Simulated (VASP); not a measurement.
# CaO (Fm-3m) in VASP: phonons with r2SCAN

Aim: the phonons of CaO with r2SCAN.

Program: VASP 6.6.1. These are calculated values, not measurements. Logs are shortened: lines on timing, memory, paths and dates and some standing lists are left out, and cuts for length are marked.

## (1) The cell of the first run

It takes space group Fm-3m (No. 225, cubic). Conventional cell: a = 4.795 Å, b = 4.795 Å, c = 4.795 Å, α = 90.00°, β = 90.00°, γ = 90.00°. Ca (site symmetry m-3m) has 6 O at 2.40 Å within 3.2 Å. O (site symmetry m-3m) has 6 Ca at 2.40 Å within 3.2 Å.

## (2) Phonons, r2SCAN

The input, INCAR:

```
SYSTEM = CaO
PREC = Accurate
ENCUT = 520
EDIFF = 1E-8
ISMEAR = 0
SIGMA = 0.01
LREAL = .False.
LASPH = .True.
NELM = 100
ALGO = Normal
ISIF = 2
LWAVE = .False.
LCHARG = .False.
METAGGA = R2SCAN
LMIXTAU = .True.
IBRION = 6
NFREE = 2
POTIM = 0.015
NSW = 1
```

The input, KPOINTS:

```
regular mesh
0
Gamma
  8 8 8
  0 0 0
```

The input, POSCAR:

```
CaO
1.0
    0.0000000000      2.3974402398      2.3974402398
    2.3974402398      0.0000000000      2.3974402398
    2.3974402398      2.3974402398      0.0000000000
Ca O
1 1
Direct
    0.0000000000      0.0000000000      0.0000000000
    0.5000000000      0.5000000000      0.5000000000
```

Potentials or basis: VASP PAW PBE potentials, release 64 (Ca_sv, O).

Started as:

```bash
> cat potpaw_PBE.64/Ca_sv/POTCAR potpaw_PBE.64/O/POTCAR > POTCAR
> mpirun -np 1 vasp_std > vasp.out
```

OUTCAR:

```text
SYSTEM = CaO
   PREC = Accurate
   ENCUT = 520
   EDIFF = 1E-8
   ISMEAR = 0
   LREAL = .False.
   LASPH = .True.
   NELM = 100
   ISIF = 2
   METAGGA = R2SCAN
   IBRION = 6
   NFREE = 2
   POTIM = 0.015
   NSW = 1

 ion  position               nearest neighbor table
   1  0.000  0.000  0.000-   2 2.40   2 2.40   2 2.40   2 2.40   2 2.40   2 2.40
   2  0.500  0.500  0.500-   1 2.40   1 2.40   1 2.40   1 2.40   1 2.40   1 2.40

  LATTYP: Found a face centered cubic cell.
 ALAT       =     4.7948804796

  Lattice vectors:

 A1 = (   0.0000000000,   2.3974402398,   2.3974402398)
 A2 = (   2.3974402398,   0.0000000000,   2.3974402398)
 A3 = (   2.3974402398,   2.3974402398,   0.0000000000)

Analysis of symmetry for initial positions (statically):
=====================================================================
 Subroutine PRICEL returns:
 Original cell was already a primitive cell.

 Routine SETGRP: Setting up the symmetry group for a
 face centered cubic supercell.

 Subroutine GETGRP returns: Found 48 space group operations
 (whereof 48 operations were pure point group operations)
 out of a pool of 48 trial point group operations.

The static configuration has the point symmetry O_h .

Analysis of symmetry for dynamics (positions and initial velocities):
=====================================================================
 Subroutine PRICEL returns:
 Original cell was already a primitive cell.

 Routine SETGRP: Setting up the symmetry group for a
 face centered cubic supercell.

 Subroutine GETGRP returns: Found 48 space group operations
 (whereof 48 operations were pure point group operations)
 out of a pool of 48 trial point group operations.

The dynamic configuration has the point symmetry O_h .

 Subroutine INISYM returns: Found 48 space group operations
 (whereof 48 operations are pure point group operations),
 and found     1 'primitive' translations

----------------------------------------------------------------------------------------

                                     Primitive cell

  volume of cell :      27.5596

  direct lattice vectors                    reciprocal lattice vectors
     0.000000000  2.397440240  2.397440240    -0.208555772  0.208555772  0.208555772
[... 283 lines left out ...]
  ---------------------------------------------------
  ext. energy  EPLUGINS =         0.00000000
  ---------------------------------------------------
  free energy    TOTEN  =       -19.45261412 eV

  energy without entropy =      -19.45261412  energy(sigma->0) =      -19.45261412

 E-fermi :   2.1996     XC(G=0): -11.1124

 val. band max:        2.0548848837   @ k =   0.0000   0.0000   0.0000
 cond. band min:       6.2424108063   @ k =   0.0000   0.5000   0.5000
 fundamental gap:      4.1875259226
 Fermi energy:         2.1996227969

 k-point     1 :       0.0000    0.0000    0.0000
  band No.  band energies     occupation
      1     -36.9698      2.00000
      2     -16.8568      2.00000
      3     -16.8565      2.00000
      4     -16.8564      2.00000
      5     -14.4314      2.00000
      6       2.0549      2.00000
      7       2.0549      2.00000
      8       2.0549      2.00000
      9       7.5448      0.00000
     10       8.9267      0.00000
     11       8.9277      0.00000
     12       8.9277      0.00000
[... 331 lines left out ...]
 k-point    24 :      -0.3750    0.2500    0.1250
  band No.  band energies     occupation
      1     -36.8489      2.00000
      2     -17.8431      2.00000
      3     -17.0973      2.00000
      4     -16.9832      2.00000
      5     -13.4313      2.00000
      6       0.0197      2.00000
      7       0.9302      2.00000
      8       0.9936      2.00000
      9       9.4633      0.00000
     10       9.5550      0.00000
     11      11.5504      0.00000
     12      11.7834      0.00000

 [... further k-points ...]

------------------------ aborting loop because EDIFF is reached ----------------------------------------

  FORCE on cell =-STRESS in cart. coord.  units (eV):
  Direction    XX          YY          ZZ          XY          YZ          ZX
  --------------------------------------------------------------------------------------
  -------------------------------------------------------------------------------------
  Total        0.1913281      0.1844666      0.1844666     -0.0000000     -0.0000000     -0.0000000
  in kB       11.1228459     10.7239572     10.7239572     -0.0000000     -0.0000000     -0.0000000
  external PRESSURE =      10.8569201 kB  Pullay stress =       0.0000000 kB
[... 17 lines left out ...]
  FREE ENERGIE OF THE ION-ELECTRON SYSTEM (eV)
  ---------------------------------------------------
  free  energy   TOTEN  =       -19.4526141194 eV

  energy  without entropy=      -19.4526141194  energy(sigma->0) =      -19.45261412

 INTERNAL STRAIN TENSORS FROM DISPLACED ATOMS
 ============================================

 INTERNAL STRAIN TENSOR FOR ION    1 for displacements in x,y,z  (eV/Angst):
          X           Y           Z          XY          YZ          ZX
  --------------------------------------------------------------------------------
  x     0.00000     0.00000     0.00000     0.00000     0.00000     0.00000
  y     0.00000     0.00000     0.00000     0.00000     0.00000     0.00000
  z     0.00000     0.00000     0.00000     0.00000     0.00000     0.00000

 INTERNAL STRAIN TENSOR FOR ION    2 for displacements in x,y,z  (eV/Angst):
          X           Y           Z          XY          YZ          ZX
  --------------------------------------------------------------------------------
  x     0.00000     0.00000     0.00000     0.00000     0.00000     0.00000
  y     0.00000     0.00000     0.00000     0.00000     0.00000     0.00000
  z     0.00000     0.00000     0.00000     0.00000     0.00000     0.00000

 Eigenvectors and eigenvalues of the dynamical matrix
 ----------------------------------------------------

   1 f  =    8.927259 THz    56.091622 2PiTHz  297.781303 cm-1    36.920160 meV
             X         Y         Z           dx          dy          dz
      0.000000  0.000000  0.000000     0.000000    0.533492    0.000000
      2.397440  2.397440  2.397440     0.000000   -0.845805    0.000000
[... 21 lines left out ...]
   6 f/i=    0.006956 THz     0.043707 2PiTHz    0.232031 cm-1     0.028768 meV
             X         Y         Z           dx          dy          dz
      0.000000  0.000000  0.000000     0.000000    0.000000    0.845805
      2.397440  2.397440  2.397440     0.000000    0.000000    0.533492

 ELASTIC MODULI CONTR FROM IONIC RELAXATION (kBar)
 Direction    XX          YY          ZZ          XY          YZ          ZX
 --------------------------------------------------------------------------------
 XX           0.0000      0.0000      0.0000      0.0000      0.0000      0.0000
 YY           0.0000      0.0000      0.0000      0.0000      0.0000      0.0000
 ZZ           0.0000      0.0000      0.0000      0.0000      0.0000      0.0000
 XY           0.0000      0.0000      0.0000      0.0000      0.0000      0.0000
 YZ           0.0000      0.0000      0.0000      0.0000      0.0000      0.0000
 ZX           0.0000      0.0000      0.0000      0.0000      0.0000      0.0000
 --------------------------------------------------------------------------------
```

OSZICAR:

```text
N       E                     dE             d eps       ncg     rms          rms(c)
DAV:   1     0.124327718365E+03    0.12433E+03   -0.89752E+03   696   0.140E+03
DAV:   2    -0.180911452052E+02   -0.14242E+03   -0.13437E+03   800   0.344E+02
DAV:   3    -0.249970313044E+02   -0.69059E+01   -0.68474E+01   888   0.810E+01
[... 76 lines left out ...]
DAV:  10    -0.194526140749E+02   -0.23150E-06   -0.44468E-07  1712   0.751E-03    0.334E-04
DAV:  11    -0.194526141297E+02   -0.54803E-07   -0.42515E-08  1636   0.241E-03    0.223E-04
DAV:  12    -0.194526141062E+02    0.23525E-07   -0.66135E-09  1004   0.107E-03    0.353E-05
DAV:  13    -0.194526141206E+02   -0.14430E-07   -0.15946E-09   824   0.455E-04    0.309E-05
DAV:  14    -0.194526141194E+02    0.12228E-08   -0.36666E-10   804   0.143E-04
   5 F= -.19452614E+02 E0= -.19452614E+02  d E =-.342194E-95
```

stdout:

```text
POSCAR found type information on POSCAR CaO
 POSCAR found :  2 types and       2 ions
 scaLAPACK will be used
 -----------------------------------------------------------------------------
|                                                                             |
|                                                                             |
|     You enforced a specific xc type in the INCAR file but a different       |
|     I HOPE YOU KNOW WHAT YOU ARE DOING!                                     |
|                                                                             |
 -----------------------------------------------------------------------------

 LDA part: xc-table for (None), standard interpolation
 POSCAR, INCAR and KPOINTS ok, starting setup
 FFT: planning ... GRIDC
 FFT: planning ... GRID_SOFT
 FFT: planning ... GRID
 WAVECAR not read
 entering main loop
 Found     2 degrees of freedom:
 Finite differences POTIM= 0.01500 DOF=   2
 bond charge predicted
 Finite differences progress:
 bond charge predicted
 Finite differences progress:
 bond charge predicted
 Finite differences progress:
 bond charge predicted
 Finite differences progress:
```

It took 13 min on 1 thread of Intel Xeon 8259CL, shared host; peak memory 0.2 GiB.

Results:

- Highest phonon frequency at Γ, LO-TO splitting left out: 298 cm⁻¹

Phonon frequencies in cm⁻¹ (negative: imaginary):
| q point | frequencies |
| --- | --- |
| (0.000, 0.000, 0.000) | 0 0 0 298 298 298 |

Caveat: the cell stands under pressure or tension, which shifts response properties; the PAW data sets were made with another functional, which shifts forces and pressure a little.
